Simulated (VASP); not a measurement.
# Ca: single point with PBE

The system is Ca.

```
Ca
1.0
     5.46288    0.00000    0.00000
     0.00000    9.05648    0.00000
     0.00000    0.00000    4.07329
Ca
4
Cartesian
  0.1120 2.2641 2.5857
  5.3509 6.7924 1.4876
  2.6194 6.7924 0.5491
  2.8434 2.2641 3.5242
```

```json
{"Program": "VASP 6.6.1", "Task": "single point", "Functional": "PBE", "Potentials or basis": "VASP PAW PBE potentials, release 64 (Ca_sv)", "Cutoff": "520 eV", "k mesh": "4 × 2 × 4", "Occupations": "gaussian, width 0.1 eV", "Spin": "no spin polarisation"}
```

```json
{"Pressure": "2.0 GPa", "Largest force": "1.241 eV/Å", "Band gap on the k mesh": "zero (bands 20 and 21 overlap by 0.72 eV)"}
```

Forces in eV/Å, atoms in the order of the input:
```
Ca   0.005  0.000 -1.241
Ca  -0.005  0.000  1.241
Ca  -0.005  0.000 -1.241
Ca   0.005  0.000  1.241
```

Stress tensor (GPa, compression positive):
```
13.63  0.00  0.00
 0.00 -5.20  0.00
 0.00  0.00 -2.53
```

Levels at points of the mesh, in eV from the Fermi level:
| k point | band 17 | band 18 | band 19 | band 20 | band 21 | band 22 | band 23 | band 24 |
| --- | --- | --- | --- | --- | --- | --- | --- | --- |
| (0.00, 0.00, 0.00) | -3.48 | -2.26 | -0.91 | 0.10 | 0.34 | 0.49 | 0.75 | 0.92 |
| (0.50, 0.00, 0.00) | -2.05 | -2.05 | -0.72 | -0.72 | -0.37 | -0.37 | 0.66 | 0.66 |
| (0.00, 0.50, 0.00) | -3.04 | -3.04 | 0.01 | 0.01 | 0.36 | 0.36 | 0.57 | 0.57 |
| (0.50, 0.50, 0.00) | -1.64 | -1.64 | -1.64 | -1.64 | 0.58 | 0.58 | 0.58 | 0.58 |
| (0.00, 0.00, 0.50) | -1.21 | -1.21 | -0.10 | -0.10 | 0.20 | 0.20 | 0.41 | 0.41 |
| (0.50, 0.00, 0.50) | -0.66 | -0.66 | -0.33 | -0.33 | 0.20 | 0.20 | 0.50 | 0.50 |
| (0.00, 0.50, 0.50) | -1.05 | -1.05 | -0.59 | -0.59 | 0.36 | 0.36 | 0.52 | 0.52 |
| (0.50, 0.50, 0.50) | -0.46 | -0.46 | -0.46 | -0.46 | 0.25 | 0.25 | 0.25 | 0.25 |

Wall time 3 min on 1 thread of Intel Xeon 8259CL (shared host), peak memory 0.31 GiB.

Caveat: the k points lie up to 0.39 Å⁻¹ apart, too coarse for converged energies and pressures of a metal; forces of over 1 eV/Å act on the atoms, so gaps and moduli don't describe the material at rest.
